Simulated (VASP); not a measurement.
# Zn (P6_3/mmc) in VASP: relaxation of cell and atoms with r2SCAN

Aim: the relaxation of cell and atoms of Zn with r2SCAN.

Program: VASP 6.6.1. These are calculated values, not measurements. Logs are shortened: lines on timing, memory, paths and dates and some standing lists are left out, and cuts for length are marked.

### 1 The cell of the first run

It takes space group P6_3/mmc (No. 194, hexagonal). Conventional cell: a = 2.614 Å, b = 2.614 Å, c = 4.873 Å, α = 90.00°, β = 90.00°, γ = 120.00°. Zn (site symmetry -6m2) has 12 Zn at 2.61 to 2.87 Å within 3.4 Å.

### 2 Relaxation of cell and atoms, r2SCAN

POSCAR reads:

```
Zn
1.0
    2.6143598000      0.0000000000      0.0000000000
   -1.3071799000      2.2641020000      0.0000000000
    0.0000000000      0.0000000000      4.8731610200
Zn
2
Direct
    0.3333333300      0.6666666700      0.2500000000
    0.6666666700      0.3333333300      0.7500000000
```

INCAR.step1 reads:

```
SYSTEM = Zn
ALGO = Normal
EDIFF = 1E-5
EDIFFG = -0.005
ENCUT = 550
GGA = PE
GGA_COMPAT = .False.
IBRION = 2
ISIF = 3
ISMEAR = 0
LASPH = .True.
LCHARG = .False.
LREAL = .False.
LWAVE = .True.
NELM = 120
NELMIN = 4
NSW = 100
PREC = Accurate
SIGMA = 0.1
```

INCAR.step2 reads:

```
SYSTEM = Zn
ALGO = Normal
EDIFF = 1E-7
EDIFFG = -0.002
ENCUT = 550
GGA_COMPAT = .False.
IBRION = 2
ISIF = 3
ISMEAR = 0
ISTART = 1
LASPH = .True.
LCHARG = .False.
LMIXTAU = .True.
LREAL = .False.
LWAVE = .False.
METAGGA = R2SCAN
NELM = 120
NELMIN = 4
NSW = 100
PREC = Accurate
SIGMA = 0.1
```

KPOINTS reads:

```
k-points
0
Gamma
  18 18 10
  0 0 0
```

Potentials or basis: VASP PAW PBE potentials, release 64 (Zn).

The run is started by

```sh
cat potpaw_PBE.64/Zn/POTCAR > POTCAR
cp INCAR.step1 INCAR
mpirun -np 1 vasp_std > vasp.out
cp INCAR.step2 INCAR
mpirun -np 1 vasp_std > vasp.out
```

OUTCAR:

```text
SYSTEM = Zn
   EDIFF = 1E-7
   EDIFFG = -0.002
   ENCUT = 550
   IBRION = 2
   ISIF = 3
   ISMEAR = 0
   ISTART = 1
   LASPH = .True.
   LREAL = .False.
   METAGGA = R2SCAN
   NELM = 120
   NELMIN = 4
   NSW = 100
   PREC = Accurate

 ion  position               nearest neighbor table
   1  0.333  0.667  0.250-   2 2.87   2 2.87   2 2.87   2 2.87   2 2.87   2 2.87
   2  0.667  0.333  0.750-   1 2.87   1 2.87   1 2.87   1 2.87   1 2.87   1 2.87

  LATTYP: Found a hexagonal cell.
 ALAT       =     2.6143598000
 C/A-ratio  =     1.8639978399

  Lattice vectors:

 A1 = (   2.6143598000,   0.0000000000,   0.0000000000)
 A2 = (  -1.3071799000,   2.2641020000,   0.0000000000)
 A3 = (   0.0000000000,   0.0000000000,   4.8731610200)

Analysis of symmetry for initial positions (statically):
=====================================================================
 Subroutine PRICEL returns:
 Original cell was already a primitive cell.

 Routine SETGRP: Setting up the symmetry group for a
 hexagonal supercell.

 Subroutine GETGRP returns: Found 24 space group operations
 (whereof 12 operations were pure point group operations)
 out of a pool of 24 trial point group operations.

The static configuration has the point symmetry D_3d.
 The point group associated with its full space group is D_6h.

Analysis of symmetry for dynamics (positions and initial velocities):
=====================================================================
 Subroutine PRICEL returns:
 Original cell was already a primitive cell.

 Routine SETGRP: Setting up the symmetry group for a
 hexagonal supercell.

 Subroutine GETGRP returns: Found 24 space group operations
 (whereof 12 operations were pure point group operations)
 out of a pool of 24 trial point group operations.

The dynamic configuration has the point symmetry D_3d.
 The point group associated with its full space group is D_6h.

 Subroutine INISYM returns: Found 24 space group operations
 (whereof 12 operations are pure point group operations),
 and found     1 'primitive' translations

----------------------------------------------------------------------------------------

                                     Primitive cell

  volume of cell :      28.8451

  direct lattice vectors                    reciprocal lattice vectors
     2.614359800  0.000000000  0.000000000     0.382502822  0.220838107  0.000000000
    -1.307179900  2.264102000  0.000000000     0.000000000  0.441676214  0.000000000
[... 98 lines left out ...]
   EMIN   =  10.00;   EMAX   =-10.00  energy-range for DOS
   EFERMI =   0.00;   METHOD = LEGACY
   ISMEAR =     0;   SIGMA  =   0.10  broadening in eV -4-tet -1-fermi 0-gaus
   EFERMI_NEDOS =   21; number of points for ismear=-14 and -15
   IALGO  =     38    algorithm
   IMIX   =      4    mixing-type and parameters
     AMIX     =   0.40;   BMIX     =  1.00
     AMIX_MAG =   1.60;   BMIX_MAG =  1.00
  volume/ion in A,a.u.               =      14.42        97.33
  Fermi-wavevector in a.u.,A,eV,Ry     =   1.539765  2.909735 32.257744  2.370877
  Thomas-Fermi vector in A             =   2.645947
   LORBIT       =      0    0 simple, 1 ext, 2 COOP (PROOUT), +10 PAW based schemes
   METAGGA = R2SCAN    functional components
   LHFCALC =     F    Hartree Fock is set to
   AEXX    =    0.0000 exact exchange contribution
   IVDW    =     0    specifies the selected vdW correction
   LEPSILON=     F    determine dielectric tensor
   LRPA    =     F    only Hartree local field effects (RPA)
 conjugate gradient relaxation of ions
 non-spin polarized calculation
 Gauss-broadening in eV      SIGMA  =   0.10
  energy-cutoff  :      550.00
  volume of cell :       28.85
 maximum number of plane-waves:       864
 NGX is ok and might be reduce to    20
   NGX =  9   NGY =  9   NGZ = 19

--------------------------------------- Ionic step        1  -------------------------------------------

 number of electron      24.0000007 magnetization

 Free energy of the ion-electron system (eV)
  ---------------------------------------------------
  ext. energy  EPLUGINS =         0.00000000
  ---------------------------------------------------
  free energy    TOTEN  =       -17.80238975 eV

  energy without entropy =      -17.80167934  energy(sigma->0) =      -17.80203454

------------------------ aborting loop because EDIFF is reached ----------------------------------------

  FORCE on cell =-STRESS in cart. coord.  units (eV):
  Direction    XX          YY          ZZ          XY          YZ          ZX
  --------------------------------------------------------------------------------------
  -------------------------------------------------------------------------------------
  Total       -0.0851212     -0.0851212      0.2679707      0.0000000      0.0000000      0.0000000
  in kB       -4.7279880     -4.7279880     14.8842098      0.0000000      0.0000000      0.0000000
  external PRESSURE =       1.8094113 kB  Pullay stress =       0.0000000 kB
[... 239 lines left out ...]
--------------------------------------- Ionic step        8  -------------------------------------------

 number of electron      24.0000033 magnetization

 Free energy of the ion-electron system (eV)
  ---------------------------------------------------
  ext. energy  EPLUGINS =         0.00000000
  ---------------------------------------------------
  free energy    TOTEN  =       -17.80563398 eV

  energy without entropy =      -17.80435588  energy(sigma->0) =      -17.80499493

 E-fermi :   3.2395     XC(G=0): -12.8578

 val. band max:        3.2364363352   @ k =   0.1667   0.0000   0.2000
 cond. band min:       3.2749367193   @ k =   0.3333   0.2778   0.5000
 fundamental gap:      0.0385003840
 Fermi energy:         3.2394952080

 k-point     1 :       0.0000    0.0000    0.0000
  band No.  band energies     occupation
      1      -7.9372      2.00000
      2      -5.9786      2.00000
      3      -5.1473      2.00000
      4      -4.8489      2.00000
      5      -4.8489      2.00000
      6      -4.8016      2.00000
[... 433 lines left out ...]
      3      -5.3506      2.00000
      4      -4.8836      2.00000
      5      -4.6878      2.00000
      6      -4.6845      2.00000
[... 8 lines left out ...]
     15       9.1661      0.00000
     16      10.5771      0.00000

 [... further k-points ...]

------------------------ aborting loop because EDIFF is reached ----------------------------------------

  FORCE on cell =-STRESS in cart. coord.  units (eV):
  Direction    XX          YY          ZZ          XY          YZ          ZX
  --------------------------------------------------------------------------------------
  -------------------------------------------------------------------------------------
  Total       -0.0031149     -0.0031149      0.0033126      0.0000000      0.0000000      0.0000000
  in kB       -0.1708123     -0.1708123      0.1816526      0.0000000      0.0000000      0.0000000
  external PRESSURE =      -0.0533240 kB  Pullay stress =       0.0000000 kB
[... 17 lines left out ...]
  FREE ENERGIE OF THE ION-ELECTRON SYSTEM (eV)
  ---------------------------------------------------
  free  energy   TOTEN  =       -17.8056339794 eV

  energy  without entropy=      -17.8043558847  energy(sigma->0) =      -17.80499493

 reached required accuracy - stopping structural energy minimisation
```

OSZICAR.step1:

```text
N       E                     dE             d eps       ncg     rms          rms(c)
DAV:   1     0.982383826114E+02    0.98238E+02   -0.13285E+04  7200   0.250E+03
DAV:   2     0.319381576224E+00   -0.97919E+02   -0.96503E+02  7248   0.310E+02
DAV:   3    -0.242681330360E+01   -0.27462E+01   -0.27422E+01  8792   0.635E+01
DAV:   4    -0.243454408493E+01   -0.77308E-02   -0.77304E-02  8392   0.337E+00
[... 109 lines left out ...]
       N       E                     dE             d eps       ncg     rms          rms(c)
DAV:   1    -0.222297322048E+01   -0.50372E-05   -0.70362E-05  7456   0.152E-01    0.167E-02
DAV:   2    -0.222296837838E+01    0.48421E-05   -0.19128E-05  3696   0.962E-02    0.617E-03
DAV:   3    -0.222296792528E+01    0.45310E-06   -0.73066E-07  3552   0.135E-02    0.326E-03
DAV:   4    -0.222296768309E+01    0.24219E-06   -0.19489E-07  3552   0.768E-03
  16 F= -.22229677E+01 E0= -.22221718E+01  d E =-.353733E-05
```

Run time: 24 min. Hardware: 1 thread of Intel Xeon 6975P-C (Granite Rapids), shared host; peak memory 0.23 GiB.

Results:

```yaml
Free_energy: -17.8056 eV
Relaxed_volume: 14.61 Å³/atom
Relaxed_cell: a = 2.601 Å, b = 2.601 Å, c = 4.987 Å, α = 90.00°, β = 90.00°, γ = 120.00°
Space_group_after_relaxing_to_0.1_Å: P6_3/mmc (No. 194)
Energy_gained_by_relaxing: 1.6 meV/atom
Ionic_steps: 8
Pressure_after_relaxing: 0.0 GPa
Band_gap_on_the_k_mesh: zero (bands 12 and 13 overlap by 5.27 eV)
```

Step by step:
```tsv
step	energy change (eV)	largest force (eV/Å)	pressure (GPa)	volume (Å³)
1	0.0000	0.0000	0.18	28.85
2	-0.0017	0.0000	0.22	28.91
3	-0.0028	0.0000	0.31	28.98
4	-0.0029	0.0000	0.58	29.12
5	-0.0032	0.0000	0.44	29.06
6	-0.0030	0.0000	-0.30	29.33
7	-0.0033	0.0000	0.20	29.14
8	-0.0032	0.0000	-0.01	29.22
```

Final structure:
```cif
data_structure
_symmetry_space_group_name_H-M 'P 1'
_symmetry_Int_Tables_number 1
_cell_length_a 2.6010
_cell_length_b 2.6010
_cell_length_c 4.9868
_cell_angle_alpha 90.000
_cell_angle_beta 90.000
_cell_angle_gamma 120.000
_cell_volume 29.22
loop_
_atom_site_label
_atom_site_type_symbol
_atom_site_fract_x
_atom_site_fract_y
_atom_site_fract_z
_atom_site_occupancy
Zn1 Zn 0.33333 0.66667 0.25000 1
Zn2 Zn 0.66667 0.33333 0.75000 1
```

Caveat: the PAW data sets were made with another functional, which shifts forces and pressure a little.

The gap in the log of VASP goes by the Fermi energy; the results here count the filled bands.